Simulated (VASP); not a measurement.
# Ti3N3O in VASP: further runs, part 2 of 2

VASP 6.6.1. The steps go on from the part before.

## (3) Single point, PBE, collinear spin, ferromagnetic start

Contents of INCAR:

```
SYSTEM = Ti3N3O
ALGO     = Normal         ! electronic algorithm
DIPOL    = 0.5 0.5 0.350
EDIFF    = 1E-6           ! SCF threshold, eV
ENCUT    = 520            ! plane-wave cutoff, eV
GGA      = PE             ! functional
IDIPOL   = 3            
ISIF     = 2              ! what is computed and relaxed
ISMEAR   = 0              ! smearing method
ISPIN    = 2              ! spin polarisation
LASPH    = .TRUE.         ! aspherical terms in the spheres
LCHARG   = .FALSE.        ! write CHGCAR
LDIPOL   = .TRUE.       
LMAXMIX  = 4              ! l up to which the mixer works
LORBIT   = 11             ! projections on sites
LREAL    = .FALSE.        ! projectors in reciprocal space
LWAVE    = .FALSE.        ! write WAVECAR
MAGMOM   = 0 0 0 0 0 0 2  ! initial moments
NBANDS   = 42             ! bands
NELM     = 150            ! most SCF steps
PREC     = Accurate       ! precision mode
SIGMA    = 0.1            ! smearing width, eV
```

Contents of KPOINTS:

```
k-points
0
G
  9 9 1
  0 0 0
```

Contents of POSCAR:

```
Ti3N3O
1.0
    3.0028555065      0.0000000000      0.0000000000
   -1.5014277533      2.6005491526      0.0000000000
    0.0000000000      0.0000000000     23.0541471875
N Ti O
3 3 1
Direct
    0.3333333333      0.6666666667      0.1735045746
    0.0000000000      0.0000000000      0.2798551255
    0.6666666667      0.3333333333      0.3877458571
    0.6666666667      0.3333333333      0.2266798501
    0.3333333333      0.6666666667      0.3342486897
    0.0000000000      0.0000000000      0.4361101326
    0.5000000000      0.0000000000      0.6100484686
```

Potentials or basis: VASP PAW PBE potentials, release 64 (N, Ti_sv, O).

Run with:

```
$ cat potpaw_PBE.64/N/POTCAR potpaw_PBE.64/Ti_sv/POTCAR potpaw_PBE.64/O/POTCAR > POTCAR
$ mpirun -np 1 vasp_std > vasp.out
```

OUTCAR:

```text
SYSTEM = Ti3N3O
   EDIFF = 1E-6
   ENCUT = 520
   GGA = PE
   ISIF = 2
   ISMEAR = 0
   ISPIN = 2
   LASPH = .TRUE.
   LORBIT = 11
   LREAL = .FALSE.
   NELM = 150
   PREC = Accurate

 ion  position               nearest neighbor table
   1  0.333  0.667  0.174-   4 2.12   4 2.12   4 2.12
   2  0.000  0.000  0.280-   4 2.12   4 2.12   4 2.12   5 2.14   5 2.14   5 2.14
   3  0.667  0.333  0.388-   6 2.06   6 2.06   6 2.06   5 2.13   5 2.13   5 2.13
   4  0.667  0.333  0.227-   2 2.12   2 2.12   2 2.12   1 2.12   1 2.12   1 2.12
   5  0.333  0.667  0.334-   3 2.13   3 2.13   3 2.13   2 2.14   2 2.14   2 2.14   6 2.92   6 2.92
                             6 2.92
   6  0.000  0.000  0.436-   3 2.06   3 2.06   3 2.06   5 2.92   5 2.92   5 2.92
   7  0.500  0.000  0.610-

  LATTYP: Found a hexagonal cell.
 ALAT       =     3.0028555065
 C/A-ratio  =     7.6774080996
[... 2316 lines left out ...]
     -0.00000      1.73370      7.70582         0.000000     -0.001735     -0.063812
      0.00000      0.00000     10.05415         0.000000     -0.000873      0.313062
      1.50143      0.00000     14.06415        -0.000000      0.000070     -0.256344
 -----------------------------------------------------------------------------------
    total drift:                               -0.000000     -0.000007      0.000154

  FREE ENERGIE OF THE ION-ELECTRON SYSTEM (eV)
  ---------------------------------------------------
  free  energy   TOTEN  =       -56.6425601155 eV

  energy  without entropy=      -56.6190565263  energy(sigma->0) =      -56.63080832

 vacuum level on the upper side and lower side of the slab         6.276         6.935

 total charge

# of ion       s       p       d       tot
------------------------------------------
    1        1.311   2.199   0.000   3.511
    2        1.250   2.493   0.000   3.743
    3        1.254   2.493   0.000   3.747
    4        2.192   6.226   1.882  10.300
    5        2.180   6.222   1.974  10.376
    6        2.183   6.156   1.994  10.333
    7        1.626   2.920   0.000   4.546
--------------------------------------------------
tot         11.996  28.709   5.850  46.556

 magnetization (x)

# of ion       s       p       d       tot
------------------------------------------
    1       -0.003  -0.051   0.000  -0.054
    2       -0.001  -0.006   0.000  -0.007
    3        0.000   0.017   0.000   0.017
    4       -0.001  -0.001   0.016   0.013
    5        0.001   0.000   0.044   0.045
    6       -0.015  -0.041  -0.394  -0.449
    7        0.015   1.528   0.000   1.543
--------------------------------------------------
tot         -0.003   1.444  -0.333   1.108
```

Run time: 15 min. Hardware: 1 thread of Intel Xeon 6975P-C (Granite Rapids), shared host; peak memory 0.56 GiB.

Results:

| Item | Value |
| --- | --- |
| Free energy | -56.6426 eV |
| Largest force | 5.319 eV/Å |
| Net moment | 1.10 μB per cell |
| Site moments | N -0.05, -0.01, +0.02; Ti +0.01, +0.04, -0.45; O +1.54 μB |
| Valence electrons inside the program's atomic spheres | N 3.51, 3.74, 3.75; Ti 10.30, 10.38, 10.33; O 4.55 |

Forces on the atoms (eV/Å):
```
N    0.000  0.000  4.134
N    0.000  0.000  1.169
N    0.000  0.002  0.022
Ti   0.000  0.000 -5.319
Ti   0.000 -0.002 -0.064
Ti   0.000 -0.001  0.313
O    0.000  0.000 -0.256
```
